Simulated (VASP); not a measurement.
# Au in VASP: a series of runs

Runs on Au. Level: PBEsol. Tasks: single point.

All numbers are computed with VASP 6.6.1; they aren't measurements. Logs are shortened: lines on timing, memory, paths and dates and some standing lists are left out, and cuts for length are marked.

## 1. The cell of the first run

It takes space group I4/mmm (No. 139, tetragonal). Conventional cell: a = 2.893 Å, b = 2.893 Å, c = 4.296 Å, α = 90.00°, β = 90.00°, γ = 90.00°. Within 3.8 Å of Au (site symmetry 4/mmm) lie 12 Au at 2.89 to 2.97 Å.

## 2. Single point, PBEsol (strain +0.000 along x and y, +0.050 along z)

INCAR

```
PREC = Accurate
ENCUT = 520
EDIFF = 1E-6
ISMEAR = 0
SIGMA = 0.15
LREAL = F
LASPH = T
NELM = 80
ALGO = Normal
ISIF = 2
LWAVE = F
LCHARG = F
GGA = PS
NBANDS = 12
```

KPOINTS

```
Automatic mesh
0
Gamma
  20 20 20
```

POSCAR

```
Au
1.0
    0.0000000000      2.0455000000      2.1477750000
    2.0455000000      0.0000000000      2.1477750000
    2.0455000000      2.0455000000      0.0000000000
Au
1
Direct
    0.0000000000      0.0000000000      0.0000000000
```

Potentials or basis: VASP PAW PBE potentials, release 64 (Au).

Command:

```bash
$ cat potpaw_PBE.64/Au/POTCAR > POTCAR
$ mpirun -np 1 vasp_std > vasp.out
```

OUTCAR:

```text
PREC = Accurate
   ENCUT = 520
   EDIFF = 1E-6
   ISMEAR = 0
   LREAL = F
   LASPH = T
   NELM = 80
   ISIF = 2
   GGA = PS

 ion  position               nearest neighbor table
   1  0.000  0.000  0.000-

  LATTYP: Found a body centered tetragonal cell.
 ALAT       =     2.8927738418
 C/A-ratio  =     1.4849242405

  Lattice vectors:

 A1 = (  -2.0455000000,   0.0000000000,   2.1477750000)
 A2 = (   2.0455000000,   0.0000000000,   2.1477750000)
 A3 = (   0.0000000000,   2.0455000000,  -2.1477750000)

Analysis of symmetry for initial positions (statically):
=====================================================================
 Subroutine PRICEL returns:
 Original cell was already a primitive cell.

 Routine SETGRP: Setting up the symmetry group for a
 body centered tetragonal supercell.

 Subroutine GETGRP returns: Found 16 space group operations
 (whereof 16 operations were pure point group operations)
 out of a pool of 16 trial point group operations.

The static configuration has the point symmetry D_4h.

Analysis of symmetry for dynamics (positions and initial velocities):
=====================================================================
 Subroutine PRICEL returns:
 Original cell was already a primitive cell.

 Routine SETGRP: Setting up the symmetry group for a
 body centered tetragonal supercell.

 Subroutine GETGRP returns: Found 16 space group operations
 (whereof 16 operations were pure point group operations)
 out of a pool of 16 trial point group operations.

The dynamic configuration has the point symmetry D_4h.

 Subroutine INISYM returns: Found 16 space group operations
 (whereof 16 operations are pure point group operations),
 and found     1 'primitive' translations

----------------------------------------------------------------------------------------

                                     Primitive cell

  volume of cell :      17.9729

  direct lattice vectors                    reciprocal lattice vectors
     0.000000000  2.045500000  2.147775000    -0.244439012  0.244439012  0.232799059
     2.045500000  0.000000000  2.147775000     0.244439012 -0.244439012  0.232799059
     2.045500000  2.045500000  0.000000000     0.244439012  0.244439012 -0.232799059

  length of vectors
     2.965975000  2.965975000  2.892773842     0.416768837  0.416768837  0.416768837

  position of ions in fractional coordinates (direct lattice)
     0.000000000  0.000000000  0.000000000

  ion indices of the primitive-cell ions
[... 82 lines left out ...]
   POTIM  = 0.5000    time-step for ionic-motion
   TEBEG  =    0.0;   TEEND  =   0.0 temperature during run
   PSTRESS=    0.0 pullay stress
   NELECT =      11.0000    total number of electrons
   NUPDOWN=      -1.0000    fix difference up-down
   EMIN   =  10.00;   EMAX   =-10.00  energy-range for DOS
   EFERMI =   0.00;   METHOD = LEGACY
   ISMEAR =     0;   SIGMA  =   0.15  broadening in eV -4-tet -1-fermi 0-gaus
   EFERMI_NEDOS =   21; number of points for ismear=-14 and -15
   IALGO  =     38    algorithm
   IMIX   =      4    mixing-type and parameters
     AMIX     =   0.40;   BMIX     =  1.00
     AMIX_MAG =   1.60;   BMIX_MAG =  1.00
  volume/ion in A,a.u.               =      17.97       121.29
  Fermi-wavevector in a.u.,A,eV,Ry     =   1.389952  2.626628 26.286002  1.931967
  Thomas-Fermi vector in A             =   2.513934
   LORBIT       =      0    0 simple, 1 ext, 2 COOP (PROOUT), +10 PAW based schemes
   GGA     = PS    functional components
   LHFCALC =     F    Hartree Fock is set to
   AEXX    =    0.0000 exact exchange contribution
   IVDW    =     0    specifies the selected vdW correction
   LEPSILON=     F    determine dielectric tensor
   LRPA    =     F    only Hartree local field effects (RPA)
 non-spin polarized calculation
 Gauss-broadening in eV      SIGMA  =   0.15
  energy-cutoff  :      520.00
  volume of cell :       17.97
 maximum number of plane-waves:       504
 NGX is ok and might be reduce to    24
   NGX = 11   NGY = 11   NGZ = 11

 number of electron      11.0000002 magnetization

 Free energy of the ion-electron system (eV)
  ---------------------------------------------------
  ext. energy  EPLUGINS =         0.00000000
  ---------------------------------------------------
  free energy    TOTEN  =        -3.89706244 eV

  energy without entropy =       -3.89401609  energy(sigma->0) =       -3.89553926

 E-fermi :   8.4089     XC(G=0): -12.5714

 val. band max:        8.4027627519   @ k =  -0.2500   0.2500   0.1000
 cond. band min:       8.4172506720   @ k =   0.5000   0.2000   0.0500
 fundamental gap:      0.0144879201
 Fermi energy:         8.4089477460

 k-point     1 :       0.0000    0.0000    0.0000
  band No.  band energies     occupation
      1      -0.9527      2.00000
      2       3.7414      2.00000
      3       4.1595      2.00000
      4       4.1595      2.00000
      5       5.1709      2.00000
      6       5.6202      2.00000
      7      23.0069      0.00000
      8      26.1963      0.00000
      9      26.8954      0.00000
     10      26.8954      0.00000
     11      31.3975      0.00000
     12      35.1924      0.00000
[... 331 lines left out ...]
 k-point    24 :      -0.3500    0.0500    0.0000
  band No.  band energies     occupation
      1       1.5594      2.00000
      2       3.8947      2.00000
      3       4.3188      2.00000
      4       5.0784      2.00000
      5       5.9721      2.00000
      6       6.5785      2.00000
      7      14.6466      0.00000
      8      22.6796      0.00000
      9      25.0568      0.00000
     10      27.1381      0.00000
     11      30.9385      0.00000
     12      32.2160      0.00000

 [... further k-points ...]

------------------------ aborting loop because EDIFF is reached ----------------------------------------

  FORCE on cell =-STRESS in cart. coord.  units (eV):
  Direction    XX          YY          ZZ          XY          YZ          ZX
  --------------------------------------------------------------------------------------
  -------------------------------------------------------------------------------------
  Total       -0.8760568     -0.8760568     -1.0298725      0.0000000     -0.0000000      0.0000000
  in kB      -78.0953378    -78.0953378    -91.8071057      0.0000000     -0.0000000      0.0000000
  external PRESSURE =     -82.6659271 kB  Pullay stress =       0.0000000 kB

 VOLUME and BASIS-vectors are now :
 -----------------------------------------------------------------------------
  energy-cutoff  :      520.00
  volume of cell :       17.97
      direct lattice vectors                 reciprocal lattice vectors
     0.000000000  2.045500000  2.147775000    -0.244439012  0.244439012  0.232799059
     2.045500000  0.000000000  2.147775000     0.244439012 -0.244439012  0.232799059
     2.045500000  2.045500000  0.000000000     0.244439012  0.244439012 -0.232799059

 POSITION                                       TOTAL-FORCE (eV/Angst)
 -----------------------------------------------------------------------------------
      0.00000      0.00000      0.00000         0.000000     -0.000000      0.000000
 -----------------------------------------------------------------------------------
    total drift:                               -0.000000      0.000000     -0.000000

  FREE ENERGIE OF THE ION-ELECTRON SYSTEM (eV)
  ---------------------------------------------------
  free  energy   TOTEN  =        -3.8970624413 eV

  energy  without entropy=       -3.8940160883  energy(sigma->0) =       -3.89553926
```

stdout:

```text
POSCAR found type information on POSCAR Au
 POSCAR found :  1 types and       1 ions
 scaLAPACK will be used
 -----------------------------------------------------------------------------
|                                                                             |
|                                                                             |
|     You enforced a specific xc type in the INCAR file but a different       |
|     I HOPE YOU KNOW WHAT YOU ARE DOING!                                     |
|                                                                             |
 -----------------------------------------------------------------------------

 LDA part: xc-table for (Slater+PW92), standard interpolation
 POSCAR, INCAR and KPOINTS ok, starting setup
 FFT: planning ... GRIDC
 FFT: planning ... GRID_SOFT
 FFT: planning ... GRID
 WAVECAR not read
 entering main loop
```

It took 2.2 min on 1 thread of Intel Xeon Platinum 8175M at 2.50GHz (Skylake/Cascade Lake), shared host; peak memory 0.25 GiB.

Results:

```
Free energy : -3.8971 eV
Pressure    : -8.3 GPa
```

Stress tensor (GPa, compression positive):
```
-7.81  0.00  0.00
 0.00 -7.81  0.00
 0.00  0.00 -9.18
```

Caveat: the cell differs from its parent crystal (strain +0.000 along x and y, +0.050 along z); the PAW data sets were made with another functional, which shifts forces and pressure a little; spin-orbit coupling is left out, which moves the levels of the heavy elements.

## 3. Single point, PBEsol (strain +0.025 along x and y, +0.000 along z)

INCAR

```
PREC = Accurate
ENCUT = 520
EDIFF = 1E-6
ISMEAR = 0
SIGMA = 0.15
LREAL = False
LASPH = True
NELM = 80
ALGO = Normal
ISIF = 2
LWAVE = False
LCHARG = False
GGA = PS
NBANDS = 12
```

KPOINTS

```
regular mesh
0
Gamma
  20 20 20
```

POSCAR

```
Au
1.0
    0.0000000000      2.0966375000      2.0455000000
    2.0966375000      0.0000000000      2.0455000000
    2.0966375000      2.0966375000      0.0000000000
Au
1
Direct
    0.0000000000      0.0000000000      0.0000000000
```

Potentials or basis: VASP PAW PBE potentials, release 64 (Au).

Command:

```bash
$ cat potpaw_PBE.64/Au/POTCAR > POTCAR
$ mpirun -np 1 vasp_std > vasp.out
```

OUTCAR:

```text
PREC = Accurate
   ENCUT = 520
   EDIFF = 1E-6
   ISMEAR = 0
   LREAL = False
   LASPH = True
   NELM = 80
   ISIF = 2
   GGA = PS

 ion  position               nearest neighbor table
   1  0.000  0.000  0.000-

  LATTYP: Found a body centered tetragonal cell.
 ALAT       =     2.9650931879
 C/A-ratio  =     1.3797205487

  Lattice vectors:

 A1 = (   0.0000000000,  -2.0966375000,  -2.0455000000)
 A2 = (   0.0000000000,   2.0966375000,  -2.0455000000)
 A3 = (   2.0966375000,   0.0000000000,   2.0455000000)

Analysis of symmetry for initial positions (statically):
=====================================================================
 Subroutine PRICEL returns:
 Original cell was already a primitive cell.

 Routine SETGRP: Setting up the symmetry group for a
 body centered tetragonal supercell.

 Subroutine GETGRP returns: Found 16 space group operations
 (whereof 16 operations were pure point group operations)
 out of a pool of 16 trial point group operations.

The static configuration has the point symmetry D_4h.

Analysis of symmetry for dynamics (positions and initial velocities):
=====================================================================
 Subroutine PRICEL returns:
 Original cell was already a primitive cell.

 Routine SETGRP: Setting up the symmetry group for a
 body centered tetragonal supercell.

 Subroutine GETGRP returns: Found 16 space group operations
 (whereof 16 operations were pure point group operations)
 out of a pool of 16 trial point group operations.

The dynamic configuration has the point symmetry D_4h.

 Subroutine INISYM returns: Found 16 space group operations
 (whereof 16 operations are pure point group operations),
 and found     1 'primitive' translations

----------------------------------------------------------------------------------------
[... 116 lines left out ...]
   GGA     = PS    functional components
   LHFCALC =     F    Hartree Fock is set to
   AEXX    =    0.0000 exact exchange contribution
   IVDW    =     0    specifies the selected vdW correction
   LEPSILON=     F    determine dielectric tensor
   LRPA    =     F    only Hartree local field effects (RPA)
 non-spin polarized calculation
 Gauss-broadening in eV      SIGMA  =   0.15
  energy-cutoff  :      520.00
  volume of cell :       17.98
 maximum number of plane-waves:       515
 NGX is ok and might be reduce to    24
   NGX = 11   NGY = 11   NGZ = 11

 number of electron      11.0000001 magnetization

 Free energy of the ion-electron system (eV)
  ---------------------------------------------------
  ext. energy  EPLUGINS =         0.00000000
  ---------------------------------------------------
  free energy    TOTEN  =        -3.89839997 eV

  energy without entropy =       -3.89553795  energy(sigma->0) =       -3.89696896

 E-fermi :   8.3737     XC(G=0): -12.5681

 val. band max:        8.3677960124   @ k =   0.5000   0.1000   0.2500
 cond. band min:       8.3799407097   @ k =   0.5000   0.1500   0.3500
 fundamental gap:      0.0121446974
 Fermi energy:         8.3736630645

 k-point     1 :       0.0000    0.0000    0.0000
  band No.  band energies     occupation
      1      -0.9563      2.00000
      2       3.9431      2.00000
      3       3.9431      2.00000
      4       4.1420      2.00000
      5       5.2878      2.00000
      6       5.5038      2.00000
      7      22.9721      0.00000
      8      26.5261      0.00000
      9      26.5261      0.00000
     10      26.8926      0.00000
     11      31.3567      0.00000
     12      35.1471      0.00000
[... 331 lines left out ...]
 k-point    24 :      -0.3500    0.0500    0.0000
  band No.  band energies     occupation
      1       1.5453      2.00000
      2       4.0384      2.00000
      3       4.1659      2.00000
      4       5.0533      2.00000
      5       6.0067      2.00000
      6       6.4561      2.00000
      7      14.7492      0.00000
      8      23.0031      0.00000
      9      25.2840      0.00000
     10      26.3916      0.00000
     11      31.0543      0.00000
     12      31.5766      0.00000

 [... further k-points ...]

------------------------ aborting loop because EDIFF is reached ----------------------------------------

  FORCE on cell =-STRESS in cart. coord.  units (eV):
  Direction    XX          YY          ZZ          XY          YZ          ZX
  --------------------------------------------------------------------------------------
  -------------------------------------------------------------------------------------
  Total       -0.9639012     -0.9639012     -0.9018858      0.0000000      0.0000000     -0.0000000
  in kB      -85.8750353    -85.8750353    -80.3500097      0.0000000      0.0000000     -0.0000000
  external PRESSURE =     -84.0333601 kB  Pullay stress =       0.0000000 kB

 VOLUME and BASIS-vectors are now :
 -----------------------------------------------------------------------------
  energy-cutoff  :      520.00
  volume of cell :       17.98
      direct lattice vectors                 reciprocal lattice vectors
     0.000000000  2.096637500  2.045500000    -0.238477085  0.238477085  0.244439012
     2.096637500  0.000000000  2.045500000     0.238477085 -0.238477085  0.244439012
     2.096637500  2.096637500  0.000000000     0.238477085  0.238477085 -0.244439012

 POSITION                                       TOTAL-FORCE (eV/Angst)
 -----------------------------------------------------------------------------------
      0.00000      0.00000      0.00000        -0.000000      0.000000      0.000000
 -----------------------------------------------------------------------------------
    total drift:                               -0.000000      0.000000     -0.000000

  FREE ENERGIE OF THE ION-ELECTRON SYSTEM (eV)
  ---------------------------------------------------
  free  energy   TOTEN  =        -3.8983999717 eV

  energy  without entropy=       -3.8955379522  energy(sigma->0) =       -3.89696896
```

Wall time 2.2 min (1 thread of Intel Xeon Platinum 8175M at 2.50GHz (Skylake/Cascade Lake), shared host); peak memory 0.26 GiB.

What came out:

```
Free energy : -3.8984 eV
Pressure    : -8.4 GPa
```

Stress tensor (GPa, compression positive):
```
-8.59  0.00  0.00
 0.00 -8.59  0.00
 0.00  0.00 -8.04
```

Caveat: the cell differs from its parent crystal (strain +0.025 along x and y, +0.000 along z); the PAW data sets were made with another functional, which shifts forces and pressure a little; spin-orbit coupling is left out, which moves the levels of the heavy elements.

[end of part 1 of 2]
